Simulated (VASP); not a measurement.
Set up this calculation in VASP 6.6.1, as the native input.

```
Task                   : single point
Functional             : PBEsol
Potentials or basis    : VASP PAW PBE potentials, release 64 (O, Mg)
Cutoff                 : 520 eV
k mesh                 : 1 × 1 × 1, shifted
Occupations            : fermi-dirac, width 0.05 eV
Spin                   : no spin polarisation
Dipole correction      : no
Further INCAR settings : LREAL = Auto; ALGO = Normal; EDIFF = 1e-07; NBANDS = 167; ISYM = 0
```

The structure of Mg33O32 (a cell with a defect) lies in POSCAR:

```
Mg33O32
1.0
    8.4288080000      0.0000000000      0.0000000000
    0.0000000000      8.4288080000      0.0000000000
    0.0000000000      0.0000000000      8.4288080000
O Mg
32 33
Direct
    0.2506210000      0.9995330000      0.0001880000
    0.2469880000      0.9921830000      0.5033040000
    0.2471010000      0.5027230000      0.9928740000
    0.2471750000      0.5018180000      0.5022490000
    0.7508740000      0.9992090000      0.9998170000
    0.7505470000      0.9993450000      0.4999260000
    0.7505410000      0.4993430000      0.9999740000
    0.7579440000      0.5028630000      0.5033550000
    0.0003650000      0.2498980000      0.9999730000
    0.9924600000      0.2465720000      0.5033960000
    0.9999600000      0.7501090000      0.9997190000
    0.0003840000      0.7495300000      0.5000180000
    0.5034660000      0.2463730000      0.9918320000
    0.5037310000      0.2452890000      0.5057760000
    0.5000960000      0.7496980000      0.9998270000
    0.5032470000      0.7576210000      0.5034150000
    0.0004100000      0.9993710000      0.2505120000
    0.9999530000      0.9991140000      0.7507300000
    0.9925670000      0.5027860000      0.2471620000
    0.0004180000      0.4993770000      0.7501600000
    0.5034500000      0.9912870000      0.2468510000
    0.5000440000      0.9992050000      0.7503560000
    0.5035190000      0.5049690000      0.2461470000
    0.5032130000      0.5029030000      0.7581350000
    0.2453440000      0.2469160000      0.2472800000
    0.2469380000      0.2466620000      0.7580280000
    0.2470430000      0.7573120000      0.2472000000
    0.2505390000      0.7494670000      0.7501400000
    0.7587050000      0.2463650000      0.2468260000
    0.7507130000      0.2498890000      0.7503800000
    0.7507150000      0.7497270000      0.2504610000
    0.7507510000      0.7499100000      0.7505330000
    0.0002720000      0.9993870000      0.0000320000
    0.9946440000      0.9937930000      0.5010000000
    0.9947680000      0.5003750000      0.9945100000
    0.9997130000      0.5001890000      0.5007870000
    0.5009260000      0.9932470000      0.9938460000
    0.5009030000      0.9991560000      0.5010300000
    0.5008990000      0.5004260000      0.9997060000
    0.5316600000      0.5316640000      0.5321000000
    0.2495930000      0.2490930000      0.9998520000
    0.2188420000      0.2188570000      0.5315920000
    0.2496130000      0.7552030000      0.9945670000
    0.2496240000      0.7500120000      0.5007000000
    0.7567470000      0.2490560000      0.9938790000
    0.7505100000      0.2489000000      0.5009360000
    0.7506170000      0.7497560000      0.9999710000
    0.7563290000      0.7554810000      0.5008700000
    0.2496610000      0.9993120000      0.2497300000
    0.2496080000      0.9938390000      0.7559310000
    0.2191740000      0.5306800000      0.2197460000
    0.2496990000      0.5000690000      0.7505220000
    0.7567210000      0.9932920000      0.2496690000
    0.7505820000      0.9993520000      0.7503630000
    0.7505240000      0.5003110000      0.2495200000
    0.7562970000      0.5002660000      0.7560670000
    0.9996690000      0.2490230000      0.2496090000
    0.9946150000      0.2489350000      0.7559920000
    0.9947450000      0.7552700000      0.2495560000
    0.0001950000      0.7497540000      0.7503960000
    0.5336040000      0.2163540000      0.2168210000
    0.5009210000      0.2488430000      0.7508000000
    0.5009090000      0.7502490000      0.2494290000
    0.5009400000      0.7555200000      0.7561170000
    0.3778420000      0.3730740000      0.3741780000
```

The input as run:

INCAR

```
SYSTEM = Mg33O32
PREC = Accurate
ENCUT = 520
EDIFF = 1E-7
ISMEAR = -1
SIGMA = 0.05
LREAL = Auto
LASPH = .TRUE.
NELM = 60
ALGO = Normal
ISIF = 2
LWAVE = .FALSE.
LCHARG = .FALSE.
GGA = PS
NBANDS = 167
ISYM = 0
```

KPOINTS

```
Automatic mesh
0
Gamma
  1 1 1
  0.25 0.25 0.25
```

Potentials or basis: VASP PAW PBE potentials, release 64 (O, Mg).

Run with:

```sh
$ cat potpaw_PBE.64/O/POTCAR potpaw_PBE.64/Mg/POTCAR > POTCAR
$ mpirun -np 1 vasp_std > vasp.out
```

It gave:

```
Pressure               : 9.9 GPa
Largest force          : 0.064 eV/Å
Band gap on the k mesh : 1.26 eV
```

Caveat: the PAW data sets were made with another functional, which shifts forces and pressure a little.

Wall time 25 min on 1 thread of Intel Xeon 8259CL, on a shared host, peak memory 0.7 GiB.
